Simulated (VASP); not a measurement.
# Rb2Si2S (P-3m1) in VASP: single point with PBE

Aim: the single point of Rb2Si2S with PBE.

Program: VASP 6.6.1. These are calculated values, not measurements. Logs are shortened: lines on timing, memory, paths and dates and some standing lists are left out, and cuts for length are marked.

## (1) The cell of the first run

The structure is trigonal, space group P-3m1 (No. 164). Conventional cell: a = 4.043 Å, b = 4.043 Å, c = 11.312 Å, α = 90.00°, β = 90.00°, γ = 120.00°. Rb (site symmetry 3m) has 3 S at 3.11 Å and 4 Si at 3.85 to 4.07 Å and 6 Rb at 4.04 Å within 4.1 Å. Si (site symmetry 3m) has 3 Si at 2.39 Å within 3.2 Å. S (site symmetry -3m) has 6 Rb at 3.11 Å and 6 S at 4.04 Å within 4.1 Å.

The cell was built from a structure type or drawn by symmetry, and may not be a known phase.

## (2) Single point, PBE

INCAR reads:

```
  PREC = Accurate
  ENCUT = 520
  EDIFF = 1E-6
  ISMEAR = 0
  SIGMA = 0.1
  LREAL = False
  LASPH = True
  NELM = 100
  ALGO = Fast
  ISIF = 2
  LWAVE = False
  LCHARG = True
  GGA = PE
  LELF = True
  LVHAR = True
  NBANDS = 24
```

KPOINTS reads:

```
Automatic mesh
0
Gamma
  6 6 2
```

POSCAR reads:

```
Rb2Si2S
1.0
    4.0427675132      0.0000000023      0.0000000000
   -2.0213837586      3.5011393668      0.0000000000
    0.0000000000      0.0000000000     11.3124925246
Rb Si S
2 2 1
Direct
    0.6666666667      0.3333333333      0.1822570330
    0.3333333333      0.6666666667      0.8177429670
    0.6666666667      0.3333333333      0.5229984668
    0.3333333333      0.6666666667      0.4770015332
    0.0000000000      0.0000000000      0.0000000000
```

Potentials or basis: VASP PAW PBE potentials, release 64 (Rb_sv, Si, S).

Command:

```sh
$ cat potpaw_PBE.64/Rb_sv/POTCAR potpaw_PBE.64/Si/POTCAR potpaw_PBE.64/S/POTCAR > POTCAR
$ mpirun -np 1 vasp_std > vasp.out
```

OUTCAR:

```text
PREC = Accurate
   ENCUT = 520
   EDIFF = 1E-6
   ISMEAR = 0
   LREAL = False
   LASPH = True
   NELM = 100
   ISIF = 2
   GGA = PE

 ion  position               nearest neighbor table
   1  0.667  0.333  0.182-   5 3.11   5 3.11   5 3.11   3 3.85   4 4.07   4 4.07   4 4.07   2 4.74
                             2 4.74   2 4.74
   2  0.333  0.667  0.818-   5 3.11   5 3.11   5 3.11   4 3.85   3 4.07   3 4.07   3 4.07   1 4.74
                             1 4.74   1 4.74
   3  0.667  0.333  0.523-   4 2.39   4 2.39   4 2.39   1 3.85   2 4.07   2 4.07   2 4.07
   4  0.333  0.667  0.477-   3 2.39   3 2.39   3 2.39   2 3.85   1 4.07   1 4.07   1 4.07
   5  0.000  0.000  0.000-   1 3.11   2 3.11   2 3.11   1 3.11   1 3.11   2 3.11

  LATTYP: Found a hexagonal cell.
 ALAT       =     4.0427675132
 C/A-ratio  =     2.7982050632

  Lattice vectors:

 A1 = (   4.0427675132,   0.0000000023,   0.0000000000)
 A2 = (  -2.0213837586,   3.5011393668,   0.0000000000)
 A3 = (   0.0000000000,   0.0000000000,  11.3124925246)

Analysis of symmetry for initial positions (statically):
=====================================================================
 Subroutine PRICEL returns:
 Original cell was already a primitive cell.

 Routine SETGRP: Setting up the symmetry group for a
 hexagonal supercell.

 Subroutine GETGRP returns: Found 12 space group operations
 (whereof 12 operations were pure point group operations)
 out of a pool of 24 trial point group operations.

The static configuration has the point symmetry D_3d.

Analysis of symmetry for dynamics (positions and initial velocities):
=====================================================================
 Subroutine PRICEL returns:
 Original cell was already a primitive cell.

 Routine SETGRP: Setting up the symmetry group for a
 hexagonal supercell.

 Subroutine GETGRP returns: Found 12 space group operations
 (whereof 12 operations were pure point group operations)
 out of a pool of 24 trial point group operations.

The dynamic configuration has the point symmetry D_3d.

 Subroutine INISYM returns: Found 12 space group operations
 (whereof 12 operations are pure point group operations),
 and found     1 'primitive' translations

----------------------------------------------------------------------------------------

                                     Primitive cell

  volume of cell :     160.1203

  direct lattice vectors                    reciprocal lattice vectors
     4.042767513  0.000000002  0.000000000     0.247355307  0.142810653  0.000000000
    -2.021383759  3.501139367  0.000000000    -0.000000000  0.285621306  0.000000000
     0.000000000  0.000000000 11.312492525     0.000000000  0.000000000  0.088397848

  length of vectors
     4.042767513  4.042767513 11.312492525     0.285621306  0.285621306  0.088397848

  position of ions in fractional coordinates (direct lattice)
     0.666666667  0.333333333  0.182257033
     0.333333333  0.666666667  0.817742967
     0.666666667  0.333333333  0.522998467
     0.333333333  0.666666667  0.477001533
     0.000000000  0.000000000  0.000000000

  ion indices of the primitive-cell ions
   primitive index   ion index
                 1           1
                 2           2
                 3           3
                 4           4
                 5           5

----------------------------------------------------------------------------------------

 KPOINTS: Automatic mesh

Automatic generation of k-mesh.
 Grid dimensions read from file:
 generate k-points for:    6    6    2

 Generating k-lattice:

  Cartesian coordinates                     Fractional coordinates (reciprocal lattice)
     0.041225885  0.023801776  0.000000000     0.166666667 -0.000000000  0.000000000
    -0.000000000  0.047603551  0.000000000     0.000000000  0.166666667  0.000000000
     0.000000000  0.000000000  0.044198924     0.000000000  0.000000000  0.500000000

  Length of vectors
     0.047603551  0.047603551  0.044198924

  Shift w.r.t. Gamma in fractional coordinates (k-lattice)
     0.000000000  0.000000000  0.000000000

 Subroutine IBZKPT returns following result:
 ===========================================

 Found     14 irreducible k-points:

 Following reciprocal coordinates:
            Coordinates               Weight
  0.000000  0.000000  0.000000      1.000000
  0.166667  0.000000  0.000000      6.000000
  0.333333  0.000000  0.000000      6.000000
  0.500000  0.000000  0.000000      3.000000
  0.166667  0.166667  0.000000      6.000000
  0.333333  0.166667  0.000000     12.000000
  0.333333  0.333333  0.000000      2.000000
  0.000000  0.000000  0.500000      1.000000
  0.166667  0.000000  0.500000      6.000000
  0.333333  0.000000  0.500000      6.000000
  0.500000  0.000000  0.500000      3.000000
  0.166667  0.166667  0.500000      6.000000
  0.333333  0.166667  0.500000     12.000000
  0.333333  0.333333  0.500000      2.000000
   k-points           NKPTS =     14   k-points in BZ     NKDIM =     14   number of bands    NBANDS=     24
   number of dos      NEDOS =    301   number of ions     NIONS =      5
   total plane-waves  NPLWV =  75600
   dimension x,y,z NGX =    30 NGY =   30 NGZ =   84
   dimension x,y,z NGXF=    60 NGYF=   60 NGZF=  168
   ions per type =               2   2   1
   NGX,Y,Z   is equivalent  to a cutoff of  12.34, 12.34, 12.34 a.u.
   NGXF,Y,Z  is equivalent  to a cutoff of  24.67, 24.67, 24.69 a.u.
 SYSTEM =  unknown system
   PREC   = accura    normal or accurate (medium, high low for compatibility)
   ISTART =      0    job   : 0-new  1-cont  2-samecut
   ICHARG =      2    charge: 1-file 2-atom 10-const
   ISPIN  =      1    spin polarized calculation?
   LNONCOLLINEAR =      F non collinear calculations
   LSORBIT =      F    spin-orbit coupling
   LASPH  =      T    aspherical Exc in radial PAW
   ENCUT  =  520.0 eV  38.22 Ry    6.18 a.u.   7.52  7.52 21.03*2*pi/ulx,y,z
   NELM   =    100;   NELMIN=  2; NELMDL= -5     # of ELM steps
   EDIFF  = 0.1E-05   stopping-criterion for ELM
   LREAL  =      F    real-space projection
   EDIFFG = 0.1E-04   stopping-criterion for IOM
   NSW    =      0    number of steps for IOM
   IBRION =     -1    ionic relax: 0-MD 1-quasi-New 2-CG
   NFREE  =      0    steps in history (QN), initial steepest desc. (CG)
   ISIF   =      2    stress and relaxation
   ISYM   =      2    0-nonsym 1-usesym 2-fastsym
   POTIM  = 0.5000    time-step for ionic-motion
   TEBEG  =    0.0;   TEEND  =   0.0 temperature during run
   PSTRESS=    0.0 pullay stress
   NELECT =      32.0000    total number of electrons
   NUPDOWN=      -1.0000    fix difference up-down
   EMIN   =  10.00;   EMAX   =-10.00  energy-range for DOS
   EFERMI =   0.00;   METHOD = LEGACY
   ISMEAR =     0;   SIGMA  =   0.10  broadening in eV -4-tet -1-fermi 0-gaus
   EFERMI_NEDOS =   21; number of points for ismear=-14 and -15
   IALGO  =     68    algorithm
   IMIX   =      4    mixing-type and parameters
     AMIX     =   0.40;   BMIX     =  1.00
     AMIX_MAG =   1.60;   BMIX_MAG =  1.00
  volume/ion in A,a.u.               =      32.02       216.11
  Fermi-wavevector in a.u.,A,eV,Ry     =   0.957141  1.808735 12.464559  0.916119
  Thomas-Fermi vector in A             =   2.086133
   LORBIT       =      0    0 simple, 1 ext, 2 COOP (PROOUT), +10 PAW based schemes
   GGA     = PE    functional components
   LHFCALC =     F    Hartree Fock is set to
   AEXX    =    0.0000 exact exchange contribution
   IVDW    =     0    specifies the selected vdW correction
   LEPSILON=     F    determine dielectric tensor
   LRPA    =     F    only Hartree local field effects (RPA)
 non-spin polarized calculation
 RMM-DIIS sequential band-by-band and
 Gauss-broadening in eV      SIGMA  =   0.10
  energy-cutoff  :      520.00
  volume of cell :      160.12
 maximum number of plane-waves:      4345
   NGX = 15   NGY = 15   NGZ = 43

 number of electron      32.0000001 magnetization

 Free energy of the ion-electron system (eV)
  ---------------------------------------------------
  ext. energy  EPLUGINS =         0.00000000
  ---------------------------------------------------
  free energy    TOTEN  =       -17.67086899 eV

  energy without entropy =      -17.64403108  energy(sigma->0) =      -17.65745003

 E-fermi :   1.8925     XC(G=0):  -7.8913

 val. band max:        1.8173869628   @ k =   0.3333   0.0000   0.0000
 cond. band min:       1.9338716968   @ k =   0.3333   0.1667   0.5000
 fundamental gap:      0.1164847340
 Fermi energy:         1.8924757105

 k-point     1 :       0.0000    0.0000    0.0000
  band No.  band energies     occupation
      1     -24.6944      2.00000
      2     -24.6872      2.00000
      3      -9.7433      2.00000
      4      -8.9798      2.00000
      5      -8.7906      2.00000
      6      -8.6154      2.00000
[... 16 lines left out ...]
     23       7.2625      0.00000
     24       8.0478      0.00000

 k-point     2 :       0.1667    0.0000    0.0000
  band No.  band energies     occupation
      1     -24.6811      2.00000
      2     -24.6749      2.00000
      3      -9.6581      2.00000
      4      -8.8920      2.00000
      5      -8.7788      2.00000
      6      -8.7628      2.00000
[... 16 lines left out ...]
     23       6.8007      0.00000
     24       7.3122      0.00000

 k-point     3 :       0.3333    0.0000    0.0000
  band No.  band energies     occupation
      1     -24.6542      2.00000
      2     -24.6504      2.00000
      3      -9.6016      2.00000
      4      -9.0809      2.00000
      5      -8.9177      2.00000
      6      -8.7282      2.00000
[... 16 lines left out ...]
     23       6.9337      0.00000
     24       7.6225      0.00000
[... 244 lines left out ...]
 k-point    13 :       0.3333    0.1667    0.5000
  band No.  band energies     occupation
      1     -24.6403      2.00000
      2     -24.6383      2.00000
      3      -9.5940      2.00000
      4      -9.1484      2.00000
      5      -8.8793      2.00000
      6      -8.8304      2.00000
[... 16 lines left out ...]
     23       7.0031      0.00000
     24       7.7382      0.00000

 k-point    14 :       0.3333    0.3333    0.5000
  band No.  band energies     occupation
      1     -24.6329      2.00000
      2     -24.6329      2.00000
      3      -9.5384      2.00000
      4      -9.0478      2.00000
      5      -9.0286      2.00000
      6      -9.0286      2.00000
[... 16 lines left out ...]
     23       7.0320      0.00000
     24       7.9300      0.00000

------------------------ aborting loop because EDIFF is reached ----------------------------------------

  FORCE on cell =-STRESS in cart. coord.  units (eV):
  Direction    XX          YY          ZZ          XY          YZ          ZX
  --------------------------------------------------------------------------------------
  -------------------------------------------------------------------------------------
  Total        0.0369819      0.0369819      0.2865287     -0.0000000      0.0000000     -0.0000000
  in kB        0.3700439      0.3700439      2.8670299     -0.0000000      0.0000000     -0.0000000
  external PRESSURE =       1.2023725 kB  Pullay stress =       0.0000000 kB

 VOLUME and BASIS-vectors are now :
 -----------------------------------------------------------------------------
  energy-cutoff  :      520.00
  volume of cell :      160.12
      direct lattice vectors                 reciprocal lattice vectors
     4.042767513  0.000000002  0.000000000     0.247355307  0.142810653  0.000000000
    -2.021383759  3.501139367  0.000000000    -0.000000000  0.285621306  0.000000000
     0.000000000  0.000000000 11.312492525     0.000000000  0.000000000  0.088397848

 POSITION                                       TOTAL-FORCE (eV/Angst)
 -----------------------------------------------------------------------------------
      2.02138      1.16705      2.06178         0.000000     -0.000000      0.007448
     -0.00000      2.33409      9.25071        -0.000000     -0.000000     -0.007448
      2.02138      1.16705      5.91642        -0.000000      0.000000     -0.010744
     -0.00000      2.33409      5.39608        -0.000000      0.000000      0.010744
      0.00000      0.00000      0.00000        -0.000000      0.000000      0.000000
 -----------------------------------------------------------------------------------
    total drift:                                0.000000     -0.000000     -0.000000

  FREE ENERGIE OF THE ION-ELECTRON SYSTEM (eV)
  ---------------------------------------------------
  free  energy   TOTEN  =       -17.6708689916 eV

  energy  without entropy=      -17.6440310772  energy(sigma->0) =      -17.65745003
```

Wall time 2.1 min (1 thread of Intel Xeon Platinum 8559C (Emerald Rapids), shared host); peak memory 0.27 GiB.

Results:

```yaml
Free_energy: -17.6709 eV
Pressure: 0.1 GPa
Largest_force: 0.011 eV/Å
Band_gap_on_the_k_mesh: zero (bands 16 and 17 overlap by 0.90 eV)
```

Forces in eV/Å, atoms in the order of the input:
```
Rb   0.000  0.000  0.007
Rb   0.000  0.000 -0.007
Si   0.000  0.000 -0.011
Si   0.000  0.000  0.011
S    0.000  0.000  0.000
```

Levels at points of the mesh, in eV from the Fermi level:
```
           k point  band 14  band 15  band 16  band 17  band 18  band 19
(0.00, 0.00, 0.00)    -1.29     0.17     0.17     0.37     0.97     2.40
(0.50, 0.00, 0.00)    -1.44    -0.85    -0.22    -0.15     0.47     3.49
(0.00, 0.00, 0.50)    -1.45     0.17     0.17     0.37     1.56     2.40
(0.50, 0.00, 0.50)    -1.34    -0.77    -0.28    -0.16     0.47     3.05
```
